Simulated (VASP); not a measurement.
Set up this calculation in VASP 6.6.1, as the native input.

* Task: single point
* Functional: PBE
* Dispersion: D3(BJ)
* Potentials or basis: VASP PAW PBE potentials, release 64 (In_d, Se)
* Cutoff: 520 eV
* k mesh: 10 × 10 × 10
* Occupations: gaussian, width 0.15 eV
* Spin: no spin polarisation
* Dipole correction: no
* Further INCAR settings: ALGO = Normal; EDIFF = 1e-06; NBANDS = 30

The structure of In3Se lies in POSCAR:

```
In3Se
1.0
    4.8419237855      0.0000000000      0.0000000000
    0.0000000000      4.7008968791      0.0000000000
    0.0000000000      0.0000000000      4.7008968791
In Se
3 1
Direct
    0.0000000000      0.5000000000      0.5000000000
    0.5000000000      0.0000000000      0.5000000000
    0.5000000000      0.5000000000      0.0000000000
    0.0000000000      0.0000000000      0.0000000000
```

This cell differs from its parent crystal: strain +0.0300 x Voigt [1, 0, 0, 0, 0, 0].

These files were run (other wordings do the same):

INCAR

```
PREC     = Accurate       # precision mode
ENCUT    = 520            # plane-wave cutoff, eV
EDIFF    = 1E-6           # SCF threshold, eV
ISMEAR   = 0              # smearing method
SIGMA    = 0.15           # smearing width, eV
LREAL    = F              # projectors in reciprocal space
LASPH    = T              # aspherical terms in the spheres
NELM     = 80             # most SCF steps
ALGO     = Normal         # electronic algorithm
ISIF     = 2              # what is computed and relaxed
LWAVE    = F              # write WAVECAR
LCHARG   = F              # write CHGCAR
GGA      = PE             # functional
IVDW     = 12             # dispersion correction
NBANDS   = 30             # bands
```

KPOINTS

```
regular mesh
0
Gamma
  10 10 10
```

Potentials or basis: VASP PAW PBE potentials, release 64 (In_d, Se).

The run is started by

```bash
$ cat potpaw_PBE.64/In_d/POTCAR potpaw_PBE.64/Se/POTCAR > POTCAR
$ mpirun -np 1 vasp_std > vasp.out
```

It gave:

The pressure is -1.1 GPa and the band gap on the k mesh is zero (an odd number of electrons rules out a gap without spin polarisation). The dispersion energy per atom is -0.330 eV.

Caveat: the cell differs from its parent crystal (strain +0.0300 x Voigt [1, 0, 0, 0, 0, 0]); spin-orbit coupling is left out, which moves the levels of the heavy elements.

Wall time 6.8 min on 1 thread of Intel Xeon 8259CL, with other jobs on the host, peak memory 0.45 GiB.
